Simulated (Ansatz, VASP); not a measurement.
# Al in VASP and in Ansatz

```
CELL_PARAMETERS angstrom
0.00000 2.33651 1.51873
2.33651 0.00000 1.51873
2.33651 2.33651 0.00000
ATOMIC_POSITIONS crystal
Al 0.00000 0.00000 0.00000
```

Alike in both runs: task single point; functional PBE; k mesh 22 × 22 × 22; occupations gaussian, width 0.15 eV; no spin polarisation.

|  | VASP | Ansatz |
| --- | --- | --- |
| version | VASP 6.6.1 | Ansatz 0.2.0 |
| potentials or method | VASP PAW PBE potentials, release 64 (Al), cutoff 520 eV | scalar-relativistic, plane waves, PAW |
| valence electrons in the cell | 3 | 3 |

```tsv
	VASP	Ansatz	Ansatz less VASP
gap on the k mesh at the Fermi level (eV)	none	none	-
pressure (GPa)	1.4	1.4	+0.02
traceless stress, the component that is largest in VASP (GPa)	-1.43	-1.42	+0.010
```

A gap of «none» marks a metal or a gap that the smearing closes.
